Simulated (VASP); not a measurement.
# Ru (P6/mmm) in VASP: notebook

The runs below take Ru through single point, with BLYP.

Program: VASP 6.6.1. These are calculated values, not measurements. Logs are shortened: lines on timing, memory, paths and dates and some standing lists are left out, and cuts for length are marked.

## 1. The cell of the first run

It takes space group P6/mmm (No. 191, hexagonal). The conventional cell has a = 4.332 Å, b = 4.332 Å, c = 2.733 Å, α = 90.00°, β = 90.00°, γ = 120.00°. Within 3.6 Å of Ru (site symmetry 6/mmm) lie 14 Ru at 2.73 to 2.85 Å. Within 3.3 Å of Ru (site symmetry -6m2) lie 11 Ru at 2.50 to 2.85 Å.

## 2. Single point, BLYP

INCAR reads:

```
SYSTEM = Ru
PREC     = Accurate       ! precision mode
ENCUT    = 520            ! plane-wave cutoff, eV
EDIFF    = 1E-6           ! SCF threshold, eV
ISMEAR   = -1             ! smearing method
SIGMA    = 0.1            ! smearing width, eV
LREAL    = .False.        ! projectors in reciprocal space
LASPH    = .True.         ! aspherical terms in the spheres
NELM     = 100            ! most SCF steps
ALGO     = Normal         ! electronic algorithm
ISIF     = 2              ! what is computed and relaxed
LWAVE    = .False.        ! write WAVECAR
LCHARG   = .False.        ! write CHGCAR
GGA      = B5             ! functional
ALDAX    = 1.0          
AGGAX    = 1.0          
AGGAC    = 1.0          
ALDAC    = 0.0          
NBANDS   = 28             ! bands
```

KPOINTS reads:

```
regular mesh
0
Gamma
  9 9 12
  0 0 0
```

POSCAR reads:

```
Ru
1.0
    4.3319771579      0.0000000000      0.0000000000
   -2.1659885789      3.7516022674      0.0000000000
    0.0000000000      0.0000000000      2.7327605312
Ru
3
Direct
    0.0000000000      0.0000000000      0.0000000000
    0.3333333333      0.6666666667      0.5000000000
    0.6666666667      0.3333333333      0.5000000000
```

Potentials or basis: VASP PAW PBE potentials, release 64 (Ru_pv).

Command:

```bash
> cat potpaw_PBE.64/Ru_pv/POTCAR > POTCAR
> mpirun -np 1 vasp_std > vasp.out
```

OUTCAR:

```text
SYSTEM = Ru
   PREC = Accurate
   ENCUT = 520
   EDIFF = 1E-6
   ISMEAR = -1
   LREAL = .False.
   LASPH = .True.
   NELM = 100
   ISIF = 2
   GGA = B5

 ion  position               nearest neighbor table
   1  0.000  0.000  0.000-   2 2.85   3 2.85   2 2.85   3 2.85   3 2.85   3 2.85   2 2.85   2 2.85
                             3 2.85   3 2.85   2 2.85   2 2.85
   2  0.333  0.667  0.500-   3 2.50   3 2.50   3 2.50   1 2.85   1 2.85   1 2.85   1 2.85   1 2.85
                             1 2.85
   3  0.667  0.333  0.500-   2 2.50   2 2.50   2 2.50   1 2.85   1 2.85   1 2.85   1 2.85   1 2.85
                             1 2.85

  LATTYP: Found a hexagonal cell.
 ALAT       =     4.3319771579
 C/A-ratio  =     0.6308344739

  Lattice vectors:

 A1 = (   4.3319771579,   0.0000000000,   0.0000000000)
 A2 = (  -2.1659885789,   3.7516022674,   0.0000000000)
 A3 = (   0.0000000000,   0.0000000000,   2.7327605312)

Analysis of symmetry for initial positions (statically):
=====================================================================
 Subroutine PRICEL returns:
 Original cell was already a primitive cell.

 Routine SETGRP: Setting up the symmetry group for a
 hexagonal supercell.

 Subroutine GETGRP returns: Found 24 space group operations
 (whereof 24 operations were pure point group operations)
 out of a pool of 24 trial point group operations.

The static configuration has the point symmetry D_6h.

Analysis of symmetry for dynamics (positions and initial velocities):
=====================================================================
 Subroutine PRICEL returns:
 Original cell was already a primitive cell.

 Routine SETGRP: Setting up the symmetry group for a
 hexagonal supercell.

 Subroutine GETGRP returns: Found 24 space group operations
 (whereof 24 operations were pure point group operations)
 out of a pool of 24 trial point group operations.

The dynamic configuration has the point symmetry D_6h.

 Subroutine INISYM returns: Found 24 space group operations
 (whereof 24 operations are pure point group operations),
 and found     1 'primitive' translations

----------------------------------------------------------------------------------------

                                     Primitive cell

  volume of cell :      44.4124

  direct lattice vectors                    reciprocal lattice vectors
     4.331977158  0.000000000  0.000000000     0.230841476  0.133276388  0.000000000
    -2.165988579  3.751602267  0.000000000     0.000000000  0.266552776  0.000000000
     0.000000000  0.000000000  2.732760531     0.000000000  0.000000000  0.365930344

  length of vectors
     4.331977158  4.331977158  2.732760531     0.266552776  0.266552776  0.365930344

  position of ions in fractional coordinates (direct lattice)
     0.000000000  0.000000000  0.000000000
     0.333333333  0.666666667  0.500000000
     0.666666667  0.333333333  0.500000000

  ion indices of the primitive-cell ions
   primitive index   ion index
                 1           1
                 2           2
                 3           3

----------------------------------------------------------------------------------------

 KPOINTS: regular mesh

Automatic generation of k-mesh.
 Grid dimensions read from file:
 generate k-points for:    9    9   12

 Generating k-lattice:

  Cartesian coordinates                     Fractional coordinates (reciprocal lattice)
     0.025649053  0.014808488  0.000000000     0.111111111  0.000000000  0.000000000
     0.000000000  0.029616975  0.000000000     0.000000000  0.111111111  0.000000000
     0.000000000  0.000000000  0.030494195     0.000000000  0.000000000  0.083333333

  Length of vectors
     0.029616975  0.029616975  0.030494195

  Shift w.r.t. Gamma in fractional coordinates (k-lattice)
     0.000000000  0.000000000  0.000000000

 Subroutine IBZKPT returns following result:
 ===========================================

 Found     84 irreducible k-points:

 Following reciprocal coordinates:
            Coordinates               Weight
  0.000000  0.000000  0.000000      1.000000
  0.111111  0.000000  0.000000      6.000000
  0.222222  0.000000  0.000000      6.000000
  0.333333  0.000000  0.000000      6.000000
  0.444444  0.000000  0.000000      6.000000
  0.111111  0.111111  0.000000      6.000000
[... 16 lines left out ...]
  0.333333  0.222222  0.083333     24.000000
  0.333333  0.333333  0.083333      4.000000
 [... further k-points ...]
   k-points           NKPTS =     84   k-points in BZ     NKDIM =     84   number of bands    NBANDS=     28
   number of dos      NEDOS =    301   number of ions     NIONS =      3
   total plane-waves  NPLWV =  20480
   dimension x,y,z NGX =    32 NGY =   32 NGZ =   20
   dimension x,y,z NGXF=    64 NGYF=   64 NGZF=   40
   ions per type =               3
   NGX,Y,Z   is equivalent  to a cutoff of  12.28, 12.28, 12.17 a.u.
   NGXF,Y,Z  is equivalent  to a cutoff of  24.56, 24.56, 24.33 a.u.
 SYSTEM =  Ru
   PREC   = accura    normal or accurate (medium, high low for compatibility)
   ISTART =      0    job   : 0-new  1-cont  2-samecut
   ICHARG =      2    charge: 1-file 2-atom 10-const
   ISPIN  =      1    spin polarized calculation?
   LNONCOLLINEAR =      F non collinear calculations
   LSORBIT =      F    spin-orbit coupling
   LASPH  =      T    aspherical Exc in radial PAW
   ENCUT  =  520.0 eV  38.22 Ry    6.18 a.u.   8.05  8.05  5.08*2*pi/ulx,y,z
   NELM   =    100;   NELMIN=  2; NELMDL= -5     # of ELM steps
   EDIFF  = 0.1E-05   stopping-criterion for ELM
   LREAL  =      F    real-space projection
   EDIFFG = 0.1E-04   stopping-criterion for IOM
   NSW    =      0    number of steps for IOM
   IBRION =     -1    ionic relax: 0-MD 1-quasi-New 2-CG
   NFREE  =      0    steps in history (QN), initial steepest desc. (CG)
   ISIF   =      2    stress and relaxation
   ISYM   =      2    0-nonsym 1-usesym 2-fastsym
   POTIM  = 0.5000    time-step for ionic-motion
   TEBEG  =    0.0;   TEEND  =   0.0 temperature during run
   PSTRESS=    0.0 pullay stress
   NELECT =      42.0000    total number of electrons
   NUPDOWN=      -1.0000    fix difference up-down
   EMIN   =  10.00;   EMAX   =-10.00  energy-range for DOS
   EFERMI =   0.00;   METHOD = LEGACY
   ISMEAR =    -1;   SIGMA  =   0.10  broadening in eV -4-tet -1-fermi 0-gaus
   EFERMI_NEDOS =   21; number of points for ismear=-14 and -15
   IALGO  =     38    algorithm
   IMIX   =      4    mixing-type and parameters
     AMIX     =   0.40;   BMIX     =  1.00
     AMIX_MAG =   1.60;   BMIX_MAG =  1.00
  volume/ion in A,a.u.               =      14.80        99.90
  Fermi-wavevector in a.u.,A,eV,Ry     =   1.606903  3.036607 35.132125  2.582138
  Thomas-Fermi vector in A             =   2.703017
   LORBIT       =      0    0 simple, 1 ext, 2 COOP (PROOUT), +10 PAW based schemes
   GGA     = B5    functional components
   LHFCALC =     F    Hartree Fock is set to
   AEXX    =    0.0000 exact exchange contribution
   IVDW    =     0    specifies the selected vdW correction
   LEPSILON=     F    determine dielectric tensor
   LRPA    =     F    only Hartree local field effects (RPA)
 non-spin polarized calculation
  energy-cutoff  :      520.00
  volume of cell :       44.41
 maximum number of plane-waves:      1230
   NGX = 17   NGY = 17   NGZ = 11

 number of electron      42.0000010 magnetization

 Free energy of the ion-electron system (eV)
  ---------------------------------------------------
  ext. energy  EPLUGINS =         0.00000000
  ---------------------------------------------------
  free energy    TOTEN  =       -23.17399860 eV

  energy without entropy =      -23.04479869  energy(sigma->0) =      -23.10939864

 E-fermi :  12.0240     XC(G=0): -12.9130

 val. band max:       12.0058826277   @ k =   0.3333   0.3333   0.2500
 cond. band min:      12.0257291704   @ k =   0.2222   0.1111   0.0000
 fundamental gap:      0.0198465427
 Fermi energy:        12.0239897665

 k-point     1 :       0.0000    0.0000    0.0000
  band No.  band energies     occupation
      1     -31.2680      2.00000
      2     -31.2680      2.00000
      3     -30.8879      2.00000
      4     -30.8879      2.00000
      5     -30.6871      2.00000
      6     -30.4797      2.00000
[... 20 lines left out ...]
     27      21.1088      0.00000
     28      21.1154      0.00000

 k-point     2 :       0.1111    0.0000    0.0000
  band No.  band energies     occupation
      1     -31.2914      2.00000
      2     -31.2684      2.00000
      3     -30.8582      2.00000
      4     -30.8522      2.00000
      5     -30.6796      2.00000
      6     -30.4839      2.00000
[... 20 lines left out ...]
     27      19.3250      0.00000
     28      21.3699      0.00000

 k-point     3 :       0.2222    0.0000    0.0000
  band No.  band energies     occupation
      1     -31.3404      2.00000
      2     -31.2514      2.00000
      3     -30.7908      2.00000
      4     -30.7712      2.00000
      5     -30.6583      2.00000
      6     -30.5608      2.00000
[... 20 lines left out ...]
     27      17.5881      0.00000
     28      21.4522      0.00000

 k-point     4 :       0.3333    0.0000    0.0000
  band No.  band energies     occupation
      1     -31.3857      2.00000
      2     -31.1959      2.00000
      3     -30.7176      2.00000
      4     -30.7099      2.00000
      5     -30.6810      2.00000
      6     -30.6269      2.00000
[... 578 lines left out ...]
     27      15.0732      0.00000
     28      22.1405      0.00000

 k-point    23 :       0.3333    0.2222    0.0833
  band No.  band energies     occupation
      1     -31.3659      2.00000
      2     -31.1164      2.00000
      3     -30.9234      2.00000
      4     -30.6587      2.00000
      5     -30.6442      2.00000
      6     -30.5861      2.00000
[... 20 lines left out ...]
     27      14.0289      0.00000
     28      22.1236      0.00000

 k-point    24 :       0.3333    0.3333    0.0833
  band No.  band energies     occupation
      1     -31.3553      2.00000
      2     -31.0378      2.00000
      3     -31.0378      2.00000
      4     -30.6428      2.00000
      5     -30.6428      2.00000
      6     -30.5708      2.00000
[... 20 lines left out ...]
     27      13.4663      0.00000
     28      22.1254      0.00000

 [... further k-points ...]
[... 5 lines left out ...]
  --------------------------------------------------------------------------------------
  -------------------------------------------------------------------------------------
  Total        0.2015088      0.2015088      0.1376735      0.0000000      0.0000000     -0.0000000
  in kB        7.2694264      7.2694264      4.9665692      0.0000000      0.0000000     -0.0000000
  external PRESSURE =       6.5018073 kB  Pullay stress =       0.0000000 kB

 VOLUME and BASIS-vectors are now :
 -----------------------------------------------------------------------------
  energy-cutoff  :      520.00
  volume of cell :       44.41
      direct lattice vectors                 reciprocal lattice vectors
     4.331977158  0.000000000  0.000000000     0.230841476  0.133276388  0.000000000
    -2.165988579  3.751602267  0.000000000     0.000000000  0.266552776  0.000000000
     0.000000000  0.000000000  2.732760531     0.000000000  0.000000000  0.365930344

 POSITION                                       TOTAL-FORCE (eV/Angst)
 -----------------------------------------------------------------------------------
      0.00000      0.00000      0.00000         0.000000      0.000000      0.000000
     -0.00000      2.50107      1.36638         0.000000      0.000000      0.000000
      2.16599      1.25053      1.36638        -0.000000     -0.000000      0.000000
 -----------------------------------------------------------------------------------
    total drift:                               -0.000000      0.000000      0.000000

  FREE ENERGIE OF THE ION-ELECTRON SYSTEM (eV)
  ---------------------------------------------------
  free  energy   TOTEN  =       -23.1739985990 eV

  energy  without entropy=      -23.0447986902  energy(sigma->0) =      -23.10939864
```

It took 31 s on 1 thread of Intel Xeon 6975P-C (Granite Rapids), shared host; peak memory 0.2 GiB.

Results:

* Free energy: -23.1740 eV
* Pressure: 0.7 GPa
* Band gap on the k mesh: zero (band 21 reaches 13.02 eV, above the bottom of band 22 at 10.78 eV)

Caveat: the PAW data sets were made with another functional, which shifts forces and pressure a little.

## 3. Single point, BLYP (volume scaled by 0.88)

INCAR reads:

```
SYSTEM = Ru
PREC = Accurate
ENCUT = 520
EDIFF = 1E-6
ISMEAR = -1
SIGMA = 0.1
LREAL = .FALSE.
LASPH = .TRUE.
NELM = 100
ALGO = Normal
ISIF = 2
LWAVE = .FALSE.
LCHARG = .FALSE.
GGA = B5
ALDAX = 1.0
AGGAX = 1.0
AGGAC = 1.0
ALDAC = 0.0
NBANDS = 28
```

KPOINTS reads:

```
Automatic mesh
0
G
  10 10 13
  0 0 0
```

POSCAR reads:

```
Ru
1.0
    4.1512642749      0.0000000000      0.0000000000
   -2.0756321374      3.5951003199      0.0000000000
    0.0000000000      0.0000000000      2.6187606147
Ru
3
Direct
    0.0000000000      0.0000000000      0.0000000000
    0.3333333333      0.6666666667      0.5000000000
    0.6666666667      0.3333333333      0.5000000000
```

Potentials or basis: VASP PAW PBE potentials, release 64 (Ru_pv).

Command:

```bash
> cat potpaw_PBE.64/Ru_pv/POTCAR > POTCAR
> mpirun -np 1 vasp_std > vasp.out
```

OUTCAR:

```text
SYSTEM = Ru
   PREC = Accurate
   ENCUT = 520
   EDIFF = 1E-6
   ISMEAR = -1
   LREAL = .FALSE.
   LASPH = .TRUE.
   NELM = 100
   ISIF = 2
   GGA = B5

 ion  position               nearest neighbor table
   1  0.000  0.000  0.000-   2 2.73   3 2.73   2 2.73   3 2.73   2 2.73   2 2.73   3 2.73   3 2.73
                             3 2.73   3 2.73   2 2.73   2 2.73
   2  0.333  0.667  0.500-   3 2.40   3 2.40   3 2.40   1 2.73   1 2.73   1 2.73   1 2.73   1 2.73
                             1 2.73
   3  0.667  0.333  0.500-   2 2.40   2 2.40   2 2.40   1 2.73   1 2.73   1 2.73   1 2.73   1 2.73
                             1 2.73

  LATTYP: Found a hexagonal cell.
 ALAT       =     4.1512642749
 C/A-ratio  =     0.6308344739

  Lattice vectors:

 A1 = (   4.1512642749,   0.0000000000,   0.0000000000)
 A2 = (  -2.0756321374,   3.5951003199,   0.0000000000)
 A3 = (   0.0000000000,   0.0000000000,   2.6187606147)

Analysis of symmetry for initial positions (statically):
=====================================================================
 Subroutine PRICEL returns:
 Original cell was already a primitive cell.

 Routine SETGRP: Setting up the symmetry group for a
 hexagonal supercell.

[... 163 lines left out ...]
  ---------------------------------------------------
  free energy    TOTEN  =       -22.49224911 eV

  energy without entropy =      -22.38633629  energy(sigma->0) =      -22.43929270

 E-fermi :  14.3633     XC(G=0): -13.6812

 val. band max:       14.3574170075   @ k =   0.5000   0.0000   0.3077
 cond. band min:      14.3690837001   @ k =   0.2000   0.0000   0.1538
 fundamental gap:      0.0116666925
 Fermi energy:        14.3633040289

 k-point     1 :       0.0000    0.0000    0.0000
  band No.  band energies     occupation
      1     -29.3786      2.00000
      2     -29.3786      2.00000
      3     -28.8853      2.00000
      4     -28.8853      2.00000
      5     -28.5418      2.00000
      6     -28.2117      2.00000
[... 733 lines left out ...]
     27      17.3455      0.00000
     28      24.3265      0.00000

 [... further k-points ...]
[... 5 lines left out ...]
  --------------------------------------------------------------------------------------
  -------------------------------------------------------------------------------------
  Total       11.5060061     11.5060061     10.0499554      0.0000000      0.0000000      0.0000000
  in kB      471.6805684    471.6805684    411.9908031      0.0000000      0.0000000      0.0000000
  external PRESSURE =     451.7839799 kB  Pullay stress =       0.0000000 kB

 VOLUME and BASIS-vectors are now :
 -----------------------------------------------------------------------------
  energy-cutoff  :      520.00
  volume of cell :       39.08
      direct lattice vectors                 reciprocal lattice vectors
     4.151264275  0.000000000  0.000000000     0.240890469  0.139078177  0.000000000
    -2.075632137  3.595100320  0.000000000     0.000000000  0.278156355  0.000000000
     0.000000000  0.000000000  2.618760615     0.000000000  0.000000000  0.381860027

 POSITION                                       TOTAL-FORCE (eV/Angst)
 -----------------------------------------------------------------------------------
      0.00000      0.00000      0.00000         0.000000      0.000000      0.000000
     -0.00000      2.39673      1.30938        -0.000000     -0.000000      0.000000
      2.07563      1.19837      1.30938         0.000000      0.000000      0.000000
 -----------------------------------------------------------------------------------
    total drift:                               -0.000000      0.000000      0.000000

  FREE ENERGIE OF THE ION-ELECTRON SYSTEM (eV)
  ---------------------------------------------------
  free  energy   TOTEN  =       -22.4922491059 eV

  energy  without entropy=      -22.3863362868  energy(sigma->0) =      -22.43929270
```

stdout:

```text
POSCAR found type information on POSCAR Ru
 POSCAR found :  1 types and       3 ions
 scaLAPACK will be used
 -----------------------------------------------------------------------------
|                                                                             |
|                                                                             |
|     You enforced a specific xc type in the INCAR file but a different       |
|     I HOPE YOU KNOW WHAT YOU ARE DOING!                                     |
|                                                                             |
 -----------------------------------------------------------------------------

 LDA part: xc-table for (Slater(with rela. corr.)+VWN5), standard interpolation
 POSCAR, INCAR and KPOINTS ok, starting setup
 FFT: planning ... GRIDC
 FFT: planning ... GRID_SOFT
 FFT: planning ... GRID
 WAVECAR not read
 entering main loop
```

Run time: 37 s. Hardware: 1 thread of Intel Xeon 6975P-C (Granite Rapids), shared host; peak memory 0.2 GiB.

What came out:

| Property | Result |
| --- | --- |
| Free energy | -22.4922 eV |
| Pressure | 45.2 GPa |
| Band gap on the k mesh | zero (band 21 reaches 15.45 eV, above the bottom of band 22 at 12.83 eV) |

Levels at points of the mesh, in eV from the Fermi level:
| k point | band 19 | band 20 | band 21 | band 22 | band 23 | band 24 |
| --- | --- | --- | --- | --- | --- | --- |
| (0.00, 0.00, 0.00) | -2.36 | -1.65 | -1.65 | -1.53 | -1.53 | 1.84 |
| (0.50, 0.00, 0.00) | -1.35 | -1.27 | 0.47 | 0.84 | 0.87 | 0.89 |

Caveat: the PAW data sets were made with another functional, which shifts forces and pressure a little.

(Continued in part 2 of 2.)
